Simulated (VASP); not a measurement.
## Si2Ni: single point with PBEsol

Crystal: Si2Ni.

```
Si Ni
1.0
     0.00000    2.58322    2.58322
     2.58322    0.00000    2.58322
     2.58322    2.58322    0.00000
Si Ni
2 1
Direct
  0.25000 0.25000 0.25000
  0.75000 0.75000 0.75000
  0.00000 0.00000 0.00000
```

- Program: VASP 6.6.1
- Task: single point
- Functional: PBEsol
- Potentials or basis: VASP PAW PBE potentials, release 64 (Si, Ni)
- Cutoff: 520 eV
- k mesh: 14 × 14 × 14
- Occupations: gaussian, width 0.1 eV
- Spin: no spin polarisation

```
Pressure               : 27.1 GPa
Band gap on the k mesh : zero (bands 9 and 10 overlap by 2.12 eV)
```

Levels at points of the mesh, in eV from the Fermi level:
| k point | band 5 | band 6 | band 7 | band 8 | band 9 | band 10 | band 11 | band 12 | band 13 | band 14 |
| --- | --- | --- | --- | --- | --- | --- | --- | --- | --- | --- |
| (0.00, 0.00, 0.00) | -4.51 | -4.51 | 0.72 | 1.75 | 1.75 | 1.75 | 1.82 | 1.82 | 1.82 | 4.89 |
| (0.50, 0.00, 0.00) | -4.62 | -4.27 | -4.27 | -1.96 | -1.96 | 1.70 | 1.70 | 1.78 | 3.30 | 9.40 |
| (0.50, 0.50, 0.00) | -5.37 | -4.56 | -4.56 | -4.37 | -3.99 | -0.37 | 0.88 | 7.51 | 9.30 | 9.30 |

Wall time 66 s on 1 thread of Intel Xeon 8259CL, with other jobs on the host, peak memory 0.19 GiB.

Caveat: the cell stands under pressure; the PAW data sets were made with another functional, which shifts forces and pressure a little. Spin polarisation is off, so any magnetic state and its effect on volume and gap are missing.
